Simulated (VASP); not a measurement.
Set up this calculation in VASP 6.6.1, as the native input.

* Task: single point
* Functional: PBE
* Potentials or basis: VASP PAW PBE potentials, release 64 (Mg_sv, O)
* Cutoff: 840 eV
* k mesh: 6 × 6 × 6
* Occupations: gaussian, width 0.1 eV
* Spin: no spin polarisation
* Hubbard terms: O p U = 5.9 eV
* Dipole correction: no
* Further INCAR settings: ALGO = Normal; EDIFF = 1e-06; NBANDS = 15

The structure of MgO lies in POSCAR:

```
MgO
1.0
    2.9380209034      0.0000000000      0.0000000000
   -1.4690104517      2.5444007392      0.0000000000
    0.0000000000      0.0000000000      2.6796800000
Mg O
1 1
Direct
    0.0000000000      0.0000000000      0.0000000000
    0.3333333333      0.6666666667      0.5000000000
```

The input as run:

INCAR

```
PREC = Accurate ; ENCUT = 840
EDIFF = 1E-6 ; ISMEAR = 0
SIGMA = 0.1 ; LREAL = F
LASPH = T ; NELM = 200
ALGO = Normal ; ISIF = 2
LWAVE = F ; LCHARG = F
LDAU = T ; LDAUTYPE = 2
LDAUL = -1 1 ; LDAUU = 0 5.9
LDAUJ = 0 0 ; LDAUPRINT = 1
GGA = PE ; NBANDS = 15
GGA_COMPAT = F
```

KPOINTS

```
regular mesh
0
Gamma
  6 6 6
```

Potentials or basis: VASP PAW PBE potentials, release 64 (Mg_sv, O).

Run with:

```sh
$ cat potpaw_PBE.64/Mg_sv/POTCAR potpaw_PBE.64/O/POTCAR > POTCAR
$ mpirun -np 1 vasp_std > vasp.out
```

It gave:

* Pressure: -2.7 GPa
* Band gap on the k mesh: 3.31 eV (least direct gap 3.69 eV)

It took 27 s on 1 thread of AMD EPYC 7571, on a shared host, peak memory 0.12 GiB.
